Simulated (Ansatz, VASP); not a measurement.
**One calculation of SiO2, two programs**

```
CELL_PARAMETERS angstrom
-2.47315 2.47315 3.65685
2.47315 -2.47315 3.65685
2.47315 2.47315 -3.65685
ATOMIC_POSITIONS crystal
Si 0.00000 0.00000 0.00000
Si 0.75000 0.25000 0.50000
O 0.37500 0.22313 0.34813
O 0.97313 0.62500 0.84813
O 0.77687 0.12500 0.15187
O 0.87500 0.02687 0.65187
```

Alike in both runs: task single point; functional r2SCAN; k mesh 8 × 8 × 8; no spin polarisation.

|  | VASP | Ansatz |
| --- | --- | --- |
| version | VASP 6.6.1 | Ansatz 0.2.0 |
| potentials or method | VASP PAW PBE potentials, release 64 (Si, O) | plane waves, PAW |
| plane-wave cutoff (eV) | 520 | 500 |
| occupations | gaussian, width 0.01 eV | fixed |
| valence electrons in the cell | 32 | 32 |

|  | VASP | Ansatz | Ansatz less VASP |
| --- | --- | --- | --- |
| gap on the k mesh at the Fermi level (eV) | 6.55 | 6.56 | +0.002 |
| pressure (GPa) | 0.2 | 0.0 | -0.17 |

VASP's potentials were made for PBE, not for r2SCAN.
